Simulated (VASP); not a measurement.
Wanted: the native input for a VASP 6.6.1 run.

```
Task                   : single point
Functional             : PBE
Potentials or basis    : VASP PAW PBE potentials, release 64 (Si, W_sv)
Cutoff                 : 520 eV
k mesh                 : 18 × 18 × 18
Occupations            : gaussian, width 0.15 eV
Spin                   : no spin polarisation
Dipole correction      : no
Further INCAR settings : ALGO = Normal; EDIFF = 1e-06; NBANDS = 18
```

The structure of Si2W lies in POSCAR:

```
Si2W
1.0
   -1.5705355019      1.5705355019      4.1576786341
    1.5705355019     -1.5705355019      4.1576786341
    1.5705355019      1.5705355019     -4.1576786341
Si W
2 1
Direct
    0.3663500835      0.3663500835      0.0000000000
    0.6336499165      0.6336499165      0.0000000000
    0.0000000000      0.0000000000      0.0000000000
```

This cell differs from its parent crystal: c/a of the conventional cell at fixed volume 2.6473.

These files were run (other wordings do the same):

INCAR

```
PREC     = Accurate       # precision mode
ENCUT    = 520            # plane-wave cutoff, eV
EDIFF    = 1E-6           # SCF threshold, eV
ISMEAR   = 0              # smearing method
SIGMA    = 0.15           # smearing width, eV
LREAL    = F              # projectors in reciprocal space
LASPH    = T              # aspherical terms in the spheres
NELM     = 60             # most SCF steps
ALGO     = Normal         # electronic algorithm
ISIF     = 2              # what is computed and relaxed
LWAVE    = F              # write WAVECAR
LCHARG   = F              # write CHGCAR
GGA      = PE             # functional
NBANDS   = 18             # bands
```

KPOINTS

```
regular mesh
0
Gamma
  18 18 18
```

Potentials or basis: VASP PAW PBE potentials, release 64 (Si, W_sv).

Command:

```bash
$ cat potpaw_PBE.64/Si/POTCAR potpaw_PBE.64/W_sv/POTCAR > POTCAR
$ mpirun -np 1 vasp_std > vasp.out
```

It gave:

* Pressure: 20.4 GPa
* Largest force: 5.831 eV/Å
* Band gap on the k mesh: zero (band 11 reaches 11.79 eV, above the bottom of band 12 at 11.46 eV)

Caveat: spin-orbit coupling is left out, which moves the levels of the heavy elements; forces of over 1 eV/Å act on the atoms, so gaps and moduli don't describe the material at rest.

Run time: 5.5 min on 1 thread of Intel(R) Xeon(R) Platinum 8488C (Sapphire Rapids), with other jobs on the host, peak memory 0.46 GiB.
